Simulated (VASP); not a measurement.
A run of VASP 6.6.1 is set up as follows.

File INCAR:

```
SYSTEM = Ag
PREC     = Accurate       ! precision mode
ENCUT    = 600            ! plane-wave cutoff, eV
EDIFF    = 1E-7           ! SCF threshold, eV
ISMEAR   = 0              ! smearing method
SIGMA    = 0.1            ! smearing width, eV
LREAL    = .FALSE.        ! projectors in reciprocal space
LASPH    = .TRUE.         ! aspherical terms in the spheres
NELM     = 60             ! most SCF steps
ALGO     = Normal         ! electronic algorithm
ISIF     = 3              ! what is computed and relaxed
LWAVE    = .FALSE.        ! write WAVECAR
LCHARG   = .FALSE.        ! write CHGCAR
GGA      = PS             ! functional
IBRION   = 2              ! ionic algorithm
NSW      = 100            ! ionic steps
EDIFFG   = -0.005         ! ionic threshold
```

The input KPOINTS:

```
Automatic mesh
0
G
  18 18 18
  0 0 0
```

File POSCAR:

```
Ag
1.0
    0.0000000000      2.0431000000      2.0431000000
    2.0431000000      0.0000000000      2.0431000000
    2.0431000000      2.0431000000      0.0000000000
Ag
1
Direct
    0.0000000000      0.0000000000      0.0000000000
```

Potentials or basis: VASP PAW PBE potentials, release 64 (Ag).

Run with:

```sh
$ cat potpaw_PBE.64/Ag/POTCAR > POTCAR
$ mpirun -np 1 vasp_std > vasp.out
```

(1) What does it give for the space group after relaxing (to 0.05 Å)?

(2) Estimate the relaxed cell.

(3) Estimate the relaxed volume.

Results:

(1) Fm-3m (No. 225).

(2) a = 2.865 Å, b = 2.865 Å, c = 2.865 Å, α = 60.00°, β = 60.00°, γ = 60.00°.

(3) 16.63 Å³/atom.

Caveat: the PAW data sets were made with another functional, which shifts forces and pressure a little.
